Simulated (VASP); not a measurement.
Hf5C3:

```
Hf C
1.0
     5.36689    0.00000    0.00000
     0.00000    5.36689    0.00000
     0.00000    0.00000    5.36689
Hf C
5 3
Cartesian
  0.0000 0.0000 0.0000
  0.0000 2.6834 2.6834
  2.6834 0.0000 2.6834
  2.6834 2.6834 0.0000
  2.6834 2.6834 2.6834
  2.6834 0.0000 0.0000
  0.0000 2.6834 0.0000
  0.0000 0.0000 2.6834
```

The cell was generated, and may not be a known phase.

| Quantity | Value |
| --- | --- |
| Program | VASP 6.6.1 |
| Task | relaxation of cell and atoms |
| Functional | PBE |
| Potentials or basis | VASP PAW PBE potentials, release 64 (Hf_pv, C) |
| Cutoff | 600 eV |
| k mesh | 3 × 3 × 3 |
| Occupations | gaussian, width 0.2 eV |
| Spin | no spin polarisation |

At the start: pressure -19.0 GPa; volume 19.32 Å³/atom.

Question: How do energy, volume and symmetry change on relaxing?

Answer: Over 3 steps the energy falls by 256.1 meV/atom and the volume is 15.68 Å³/atom (-18.9 %); space group Pm-3m (No. 221, to 0.1 Å) before and after.

Step by step:
| step | energy change (eV) | largest force (eV/Å) | pressure (GPa) | volume (Å³) |
| --- | --- | --- | --- | --- |
| 1 | 0.0000 | 0.0000 | -19.05 | 154.59 |
| 2 | -1.0004 | 0.0000 | 22.21 | 108.68 |
| 3 | -2.0488 | 0.0000 | -0.26 | 125.42 |

Final structure:
```xyz
8
Lattice="5.0056 0.0000 0.0000 0.0000 5.0056 0.0000 0.0000 0.0000 5.0056" Properties=species:S:1:pos:R:3 pbc="T T T"
Hf    0.0000    0.0000    0.0000
Hf    0.0000    2.5028    2.5028
Hf    2.5028    0.0000    2.5028
Hf    2.5028    2.5028    0.0000
Hf    2.5028    2.5028    2.5028
C     2.5028    0.0000    0.0000
C     0.0000    2.5028    0.0000
C     0.0000    0.0000    2.5028
```

Caveat: the k points lie up to 0.42 Å⁻¹ apart in the final cell; the volume moved by over 15 % at a fixed basis, so the end points are rough.
